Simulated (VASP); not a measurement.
# Si5W3 in VASP: a series of runs

Runs on Si5W3. Level: PBE. Tasks: single point.

Everything below comes from runs of VASP 6.6.1. Logs are shortened: lines on timing, memory, paths and dates and some standing lists are left out, and cuts for length are marked.

## Step 1: The cell of the first run

The cell holds a disordered packing, 24 atoms: a = 7.205 Å, b = 7.492 Å, c = 7.497 Å, α = 87.52°, β = 89.90°, γ = 91.28°.

## Step 2: Single point, PBE

INCAR reads:

```
PREC = Accurate ; ENCUT = 520
EDIFF = 1E-6 ; ISMEAR = -1
SIGMA = 0.05 ; LREAL = Auto
LASPH = True ; NELM = 80
ALGO = Normal ; ISIF = 2
LWAVE = False ; LCHARG = False
GGA = PE ; ISYM = 0
NBANDS = 111
```

KPOINTS reads:

```
Automatic mesh
0
Gamma
  1 1 1
  0.25 0.25 0.25
```

POSCAR reads:

```
Si5W3
1.0
    7.2041990000     -0.0818820000      0.0070510000
   -0.0818820000      7.4902340000      0.1623590000
    0.0070510000      0.1623590000      7.4951860000
Si W
15 9
Direct
    0.6625842920      0.8640353199      0.2663233718
    0.0280576362      0.7498412188      0.8657926161
    0.1806129682      0.7248900400      0.5498058455
    0.2231995082      0.1994452336      0.3421217955
    0.9732266582      0.0833490396      0.8105613806
    0.5271717002      0.7075745748      0.0196831422
    0.3224161633      0.8879445945      0.3187460388
    0.5340250446      0.8984160460      0.6192611709
    0.4761543428      0.0139091837      0.9311120971
    0.9703000848      0.8608584898      0.1965556679
    0.2392086165      0.2445796277     -0.0064964850
    0.6246853983      0.3339938360      0.0472502534
    0.0821516244      0.4132601124      0.5417549678
    0.6900971991      0.5688905067      0.7563949221
    0.9269241513      0.3432740510      0.2324382112
    0.1984737586      0.6144728975      0.1229352222
    0.4841605816      0.5529305779      0.3617762025
    0.9102051704      0.9806885777      0.5028454966
    0.3440394472      0.5308879104      0.7738650846
    0.8423261493      0.6057793751      0.4565627891
    0.9712235499      0.4197879885      0.8512768789
    0.6531382306      0.2240089742      0.7246511093
    0.2734122599      0.1791165083      0.6824689865
    0.5727683745      0.1828175772      0.3508890014
```

Potentials or basis: VASP PAW PBE potentials, release 64 (Si, W_sv).

On the command line:

```console
$ cat potpaw_PBE.64/Si/POTCAR potpaw_PBE.64/W_sv/POTCAR > POTCAR
$ mpirun -np 1 vasp_std > vasp.out
```

OUTCAR:

```text
PREC = Accurate
   ENCUT = 520
   EDIFF = 1E-6
   ISMEAR = -1
   LREAL = Auto
   LASPH = True
   NELM = 80
   ISIF = 2
   GGA = PE
   ISYM = 0

 ion  position               nearest neighbor table
   1  0.663  0.864  0.266-  10 2.28   6 2.43   7 2.49  24 2.59  18 2.68  17 2.70  20 2.71   8 2.83
                             9 3.04
   2  0.028  0.750  0.866-  16 2.48  21 2.50   5 2.55   3 2.63  10 2.68  14 2.90  19 2.93  18 3.28

   3  0.181  0.725  0.550-   7 2.30  13 2.43  19 2.49   2 2.63  20 2.68  18 2.78   8 2.89  17 2.95

   4  0.223  0.199  0.342-   7 2.47  13 2.47  24 2.53  15 2.53  23 2.58  11 2.62  18 2.98  17 3.22

   5  0.973  0.083  0.811-  23 2.45  18 2.50  21 2.55   2 2.55  22 2.63  11 2.66
   6  0.527  0.708  0.020-   9 2.40   1 2.43  16 2.56  14 2.56  19 2.65  17 2.78  12 2.90   7 3.06

   7  0.322  0.888  0.319-   3 2.30   4 2.47   1 2.49  10 2.71  16 2.71   8 2.73  17 2.80  24 2.84
                             6 3.06
   8  0.534  0.898  0.619-   9 2.56  22 2.72   7 2.73   1 2.83  24 2.88  14 2.89  18 2.89   3 2.89
                            23 2.90  19 3.22  17 3.31
   9  0.476  0.014  0.931-   6 2.40  22 2.49  11 2.51   8 2.56  23 2.65  12 2.78   1 3.04
  10  0.970  0.861  0.197-   1 2.28  18 2.54  16 2.58   2 2.68   7 2.71  20 2.81
  11  0.239  0.245  0.994-  23 2.42   9 2.51  21 2.57   4 2.62   5 2.66  19 2.74  12 2.88  16 3.00
                            15 3.00
  12  0.625  0.334  0.047-  24 2.52  15 2.59  22 2.60  14 2.78   9 2.78  11 2.88   6 2.90  21 2.94
                            17 3.11  19 3.22
  13  0.082  0.413  0.542-  20 2.35   3 2.43  21 2.46  23 2.46   4 2.47  15 2.64  19 2.73
  14  0.690  0.569  0.756-  21 2.43  20 2.50  19 2.51   6 2.56  22 2.61  12 2.78   8 2.89   2 2.90
                            17 3.32
  15  0.927  0.343  0.232-   4 2.53  12 2.59  13 2.64  20 2.72  16 2.88  21 2.91  24 2.92  11 3.00
                            18 3.32
  16  0.198  0.614  0.123-   2 2.48   6 2.56  10 2.58   7 2.71  17 2.76  15 2.88  19 2.92  11 3.00
                            21 3.02
  17  0.484  0.553  0.362-  20 2.70   1 2.70  16 2.76   6 2.78   7 2.80  24 2.86   3 2.95  12 3.11
                             4 3.22  19 3.24   8 3.31  14 3.32
  18  0.910  0.981  0.503-   5 2.50  10 2.54   1 2.68   3 2.78  20 2.88   8 2.89   4 2.98  24 3.09
                            22 3.15   2 3.28  23 3.30  15 3.32
  19  0.344  0.531  0.774-   3 2.49  14 2.51   6 2.65  13 2.73  11 2.74  23 2.79  21 2.85  16 2.92
                             2 2.93  12 3.22   8 3.22  17 3.24  22 3.27
  20  0.842  0.606  0.457-  13 2.35  14 2.50   3 2.68  17 2.70   1 2.71  15 2.72  10 2.81  18 2.88
                            21 3.36
  21  0.971  0.420  0.851-  14 2.43  13 2.46   2 2.50   5 2.55  11 2.57  19 2.85  22 2.88  15 2.91
                            12 2.94  16 3.02  23 3.16  20 3.36
  22  0.653  0.224  0.725-   9 2.49  12 2.60  14 2.61   5 2.63   8 2.72  23 2.77  21 2.88  24 2.89
                            18 3.15  19 3.27
  23  0.273  0.179  0.682-  11 2.42   5 2.45  13 2.46   4 2.58   9 2.65  22 2.77  19 2.79   8 2.90
                            21 3.16  24 3.29  18 3.30
  24  0.573  0.183  0.351-  12 2.52   4 2.53   1 2.59   7 2.84  17 2.86   8 2.88  22 2.89  15 2.92
                            18 3.09  23 3.29

IMPORTANT INFORMATION: All symmetrisations will be switched off!
NOSYMM: (Re-)initialisation of all symmetry stuff for point group C_1.

----------------------------------------------------------------------------------------

                                     Primitive cell

  volume of cell :     404.2080

  direct lattice vectors                    reciprocal lattice vectors
     7.204199000 -0.081882000  0.007051000     0.138825386  0.001521161 -0.000163549
    -0.081882000  7.490234000  0.162359000     0.001521161  0.133586562 -0.002895152
     0.007051000  0.162359000  7.495186000    -0.000163549 -0.002895152  0.133481839

  length of vectors
     7.204667765  7.492440889  7.496947601     0.138833816  0.133626590  0.133513332

  position of ions in fractional coordinates (direct lattice)
     0.662584292  0.864035320  0.266323372
     0.028057636  0.749841219  0.865792616
     0.180612968  0.724890040  0.549805846
     0.223199508  0.199445234  0.342121795
     0.973226658  0.083349040  0.810561381
     0.527171700  0.707574575  0.019683142
[... 16 lines left out ...]
     0.273412260  0.179116508  0.682468986
     0.572768375  0.182817577  0.350889001

  ion indices of the primitive-cell ions
   primitive index   ion index
                 1           1
                 2           2
                 3           3
                 4           4
                 5           5
                 6           6
[... 16 lines left out ...]
                23          23
                24          24

----------------------------------------------------------------------------------------

 KPOINTS: Automatic mesh

Automatic generation of k-mesh.
 Grid dimensions read from file:
 generate k-points for:    1    1    1

 Generating k-lattice:

  Cartesian coordinates                     Fractional coordinates (reciprocal lattice)
     0.138825386  0.001521161 -0.000163549     1.000000000 -0.000000000  0.000000000
     0.001521161  0.133586562 -0.002895152    -0.000000000  1.000000000  0.000000000
    -0.000163549 -0.002895152  0.133481839     0.000000000  0.000000000  1.000000000

  Length of vectors
     0.138833816  0.133626590  0.133513332

  Shift w.r.t. Gamma in fractional coordinates (k-lattice)
     0.250000000  0.250000000  0.250000000

 Subroutine IBZKPT returns following result:
 ===========================================

 Found      1 irreducible k-points:

 Following reciprocal coordinates:
            Coordinates               Weight
  0.250000  0.250000  0.250000      2.000000
   k-points           NKPTS =      1   k-points in BZ     NKDIM =      1   number of bands    NBANDS=    111
   number of dos      NEDOS =    301   number of ions     NIONS =     24
   total plane-waves  NPLWV = 169344
   dimension x,y,z NGX =    54 NGY =   56 NGZ =   56
   dimension x,y,z NGXF=   108 NGYF=  112 NGZF=  112
   ions per type =              15   9
   NGX,Y,Z   is equivalent  to a cutoff of  12.46, 12.43, 12.42 a.u.
   NGXF,Y,Z  is equivalent  to a cutoff of  24.92, 24.85, 24.84 a.u.
 SYSTEM =  unknown system
   PREC   = accura    normal or accurate (medium, high low for compatibility)
   ISTART =      0    job   : 0-new  1-cont  2-samecut
   ICHARG =      2    charge: 1-file 2-atom 10-const
   ISPIN  =      1    spin polarized calculation?
   LNONCOLLINEAR =      F non collinear calculations
   LSORBIT =      F    spin-orbit coupling
   LASPH  =      T    aspherical Exc in radial PAW
   ENCUT  =  520.0 eV  38.22 Ry    6.18 a.u.  13.40 13.93 13.94*2*pi/ulx,y,z
   NELM   =     80;   NELMIN=  2; NELMDL= -5     # of ELM steps
   EDIFF  = 0.1E-05   stopping-criterion for ELM
   LREAL  =      T    real-space projection
   EDIFFG = 0.1E-04   stopping-criterion for IOM
   NSW    =      0    number of steps for IOM
   IBRION =     -1    ionic relax: 0-MD 1-quasi-New 2-CG
   NFREE  =      0    steps in history (QN), initial steepest desc. (CG)
   ISIF   =      2    stress and relaxation
   ISYM   =      0    0-nonsym 1-usesym 2-fastsym
   POTIM  = 0.5000    time-step for ionic-motion
   TEBEG  =    0.0;   TEEND  =   0.0 temperature during run
   PSTRESS=    0.0 pullay stress
   NELECT =     186.0000    total number of electrons
   NUPDOWN=      -1.0000    fix difference up-down
   EMIN   =  10.00;   EMAX   =-10.00  energy-range for DOS
   EFERMI =   0.00;   METHOD = LEGACY
   ISMEAR =    -1;   SIGMA  =   0.05  broadening in eV -4-tet -1-fermi 0-gaus
   EFERMI_NEDOS =   21; number of points for ismear=-14 and -15
   IALGO  =     38    algorithm
   IMIX   =      4    mixing-type and parameters
     AMIX     =   0.40;   BMIX     =  1.00
     AMIX_MAG =   1.60;   BMIX_MAG =  1.00
  volume/ion in A,a.u.               =      16.84       113.66
  Fermi-wavevector in a.u.,A,eV,Ry     =   1.263895  2.388414 21.734346  1.597429
  Thomas-Fermi vector in A             =   2.397228
   LORBIT       =      0    0 simple, 1 ext, 2 COOP (PROOUT), +10 PAW based schemes
   GGA     = PE    functional components
   LHFCALC =     F    Hartree Fock is set to
   AEXX    =    0.0000 exact exchange contribution
   IVDW    =     0    specifies the selected vdW correction
   LEPSILON=     F    determine dielectric tensor
   LRPA    =     F    only Hartree local field effects (RPA)
 non-spin polarized calculation
  energy-cutoff  :      520.00
  volume of cell :      404.21
 maximum number of plane-waves:     10887
 NGX is ok and might be reduce to    54
   NGX = 27   NGY = 27   NGZ = 27

 number of electron     186.0000001 magnetization

 Free energy of the ion-electron system (eV)
  ---------------------------------------------------
  ext. energy  EPLUGINS =         0.00000000
  ---------------------------------------------------
  free energy    TOTEN  =      -186.81855120 eV

  energy without entropy =     -186.72334158  energy(sigma->0) =     -186.77094639

 E-fermi :   8.9451     XC(G=0): -11.4627

 val. band max:        8.8647475950   @ k =   0.2500   0.2500   0.2500
 cond. band min:       9.0284849520   @ k =   0.2500   0.2500   0.2500
 fundamental gap:      0.1637373569
 Fermi energy:         8.9451216704

 k-point     1 :       0.2500    0.2500    0.2500
  band No.  band energies     occupation
      1     -65.5073      2.00000
      2     -65.3571      2.00000
      3     -65.2237      2.00000
      4     -65.1372      2.00000
      5     -65.0947      2.00000
      6     -65.0808      2.00000
[... 97 lines left out ...]
    104      10.1606      0.00000
    105      10.2865      0.00000
 [bands above 105 left out]

------------------------ aborting loop because EDIFF is reached ----------------------------------------

  FORCE on cell =-STRESS in cart. coord.  units (eV):
  Direction    XX          YY          ZZ          XY          YZ          ZX
  --------------------------------------------------------------------------------------
  -------------------------------------------------------------------------------------
  Total      -13.8593108    -25.4113155    -10.4929887      1.6049332      5.1628209      5.6846765
  in kB      -54.9347654   -100.7239594    -41.5915251      6.3615449     20.4641025     22.5326045
  external PRESSURE =     -65.7500833 kB  Pullay stress =       0.0000000 kB

 VOLUME and BASIS-vectors are now :
 -----------------------------------------------------------------------------
  energy-cutoff  :      520.00
  volume of cell :      404.21
      direct lattice vectors                 reciprocal lattice vectors
     7.204199000 -0.081882000  0.007051000     0.138825386  0.001521161 -0.000163549
    -0.081882000  7.490234000  0.162359000     0.001521161  0.133586562 -0.002895152
     0.007051000  0.162359000  7.495186000    -0.000163549 -0.002895152  0.133481839

 POSITION                                       TOTAL-FORCE (eV/Angst)
 -----------------------------------------------------------------------------------
      4.70452      6.46081      2.14110         0.046192     -0.227757      0.382796
      0.14684      5.75476      6.61122         0.284148      0.554829     -0.065382
      1.24569      5.50407      4.23986        -0.231926      0.162041     -0.000096
      1.59405      1.53116      2.59822        -1.077926      0.592036     -0.259811
      7.01021      0.67622      6.09570        -0.970822     -0.594419      0.452682
      3.74005      5.25993      0.26613        -0.280561     -0.934920     -0.032034
[... 16 lines left out ...]
      1.95986      1.43004      5.14624         1.080402      0.267571     -1.616661
      4.11384      1.37942      2.66370         0.874211     -1.179355      0.760369
 -----------------------------------------------------------------------------------
    total drift:                               -0.000309      0.010784      0.006569

  FREE ENERGIE OF THE ION-ELECTRON SYSTEM (eV)
  ---------------------------------------------------
  free  energy   TOTEN  =      -186.8185511971 eV

  energy  without entropy=     -186.7233415772  energy(sigma->0) =     -186.77094639
```

It took 89 s on 1 thread of Intel Xeon Platinum 8559C (Emerald Rapids), shared host; peak memory 0.39 GiB.

What came out:

- Free energy: -186.8186 eV
- Pressure: -6.6 GPa
- Largest force: 2.938 eV/Å

Forces in eV/Å, atoms in the order of the input:
```
Si   0.046 -0.228  0.383
Si   0.284  0.555 -0.065
Si  -0.232  0.162  0.000
Si  -1.078  0.592 -0.260
Si  -0.971 -0.594  0.453
Si  -0.281 -0.935 -0.032
Si   0.052 -0.148 -0.496
Si   0.458  0.537 -0.300
Si  -0.071  0.504  0.239
Si   1.471 -0.776 -0.390
Si   0.286  0.714  1.358
Si   0.286  0.498 -0.056
Si   1.307 -0.728 -0.417
Si  -0.677  0.057  0.177
Si  -0.409  0.063  0.014
W    0.078 -0.599 -0.029
W   -0.312  0.154  0.373
W   -0.024 -0.038 -0.441
W    0.395  0.269  0.599
W   -0.970  0.935 -0.979
W   -1.572 -0.445  2.442
W   -0.022  0.363 -1.715
W    1.080  0.268 -1.617
W    0.874 -1.179  0.760
```

Levels at points of the mesh, in eV from the Fermi level:
```csv
k point,band 89,band 90,band 91,band 92,band 93,band 94,band 95,band 96,band 97,band 98
"(0.25, 0.25, 0.25)",-0.72,-0.58,-0.48,-0.37,-0.08,0.08,0.26,0.30,0.38,0.49
```

Caveat: the k points lie up to 0.87 Å⁻¹ apart, too coarse for converged energies, forces and pressures; the atoms stand as in a frame of molecular dynamics; spin-orbit coupling is left out, which moves the levels of the heavy elements.

## Step 3: Single point, PBE

INCAR reads:

```
PREC = Accurate
ENCUT = 520
EDIFF = 1E-6
ISMEAR = -1
SIGMA = 0.05
LREAL = Auto
LASPH = T
NELM = 80
ALGO = Normal
ISIF = 2
LWAVE = F
LCHARG = F
GGA = PE
NBANDS = 111
ISYM = 0
```

KPOINTS is that of step 2.

POSCAR reads:

```
Si5W3
1.0
    7.2041990000     -0.0818820000      0.0070510000
   -0.0818820000      7.4902340000      0.1623590000
    0.0070510000      0.1623590000      7.4951860000
Si W
15 9
Direct
    0.6849499049      0.8466239560      0.2749741500
    0.0204662936      0.7554029468      0.8601123741
    0.1728374085      0.7225216075      0.5456572309
    0.1952833841      0.1885345192      0.3462236669
    0.9701923650      0.0732848131      0.8039769426
    0.5162652867      0.7008783633      0.0285717931
    0.3363561799      0.8731293235      0.3010524287
    0.5564694263      0.9279815464      0.6150191841
    0.4717061786      0.0424545211      0.9359071444
    1.0143063062      0.8526652888      0.1949315524
    0.2261988459      0.2607813502      0.0209614375
    0.6274323064      0.3516689336      0.0381734834
    0.0936516604      0.3993256762      0.5469276606
    0.6773679501      0.5697002553      0.7753066988
    0.9218309925      0.3402444324      0.2494653800
    0.1867018285      0.6017226178      0.1313466381
    0.4821360360      0.5536944214      0.3620278651
    0.9080589671      0.9773891994      0.4948347303
    0.3482340358      0.5341505948      0.7824460187
    0.8381033156      0.6082178611      0.4562511044
    0.9675613228      0.4296910929      0.8603959273
    0.6644304678      0.2229235833      0.7064412345
    0.2771559310      0.1730291524      0.6769950650
    0.5714021070      0.1635720386      0.3440813412
```

Potentials or basis: VASP PAW PBE potentials, release 64 (Si, W_sv).

On the command line:

```console
$ cat potpaw_PBE.64/Si/POTCAR potpaw_PBE.64/W_sv/POTCAR > POTCAR
$ mpirun -np 1 vasp_std > vasp.out
```

Wall time 87 s (1 thread of Intel Xeon Platinum 8559C (Emerald Rapids), shared host); peak memory 0.4 GiB.

Results (log left out):

```yaml
Free_energy: -187.3576 eV
Pressure: -6.5 GPa
Largest_force: 1.989 eV/Å
```

Forces in eV/Å, atoms in the order of the input:
```
Si  -0.584  0.181 -0.956
Si   0.363  0.070  0.392
Si   0.522 -0.034 -0.118
Si   0.483 -0.638 -0.326
Si  -0.328  0.416  0.666
Si  -0.092  0.391  0.346
Si   0.622  0.217  0.360
Si  -0.401 -0.854 -0.266
Si   0.493 -0.299  0.771
Si  -1.297  0.730  0.390
Si   0.459 -0.132 -0.463
Si   0.190 -0.295  0.450
Si  -0.667  1.741 -0.196
Si   1.115  0.066 -0.997
Si  -1.260  0.128 -0.387
W    1.227 -1.088 -0.701
W   -0.183 -0.191  0.786
W    0.602  0.330 -0.594
W   -1.392 -0.206 -0.166
W    0.407 -0.894  0.712
W   -1.201 -1.155  1.087
W   -0.536  1.298 -0.475
W    1.153  0.538 -0.066
W    0.305 -0.319 -0.248
```

Stress tensor (GPa, compression positive):
```
-5.31 -0.02  3.47
-0.02 -8.51  2.71
 3.47  2.71 -5.55
```

Levels at points of the mesh, in eV from the Fermi level:
```
           k point  band 91  band 92  band 93  band 94  band 95  band 96
(0.25, 0.25, 0.25)    -0.52    -0.39    -0.10     0.11     0.19     0.28
```

Caveat: the k points lie up to 0.87 Å⁻¹ apart, too coarse for converged energies, forces and pressures; the atoms stand as in a frame of molecular dynamics; spin-orbit coupling is left out, which moves the levels of the heavy elements.
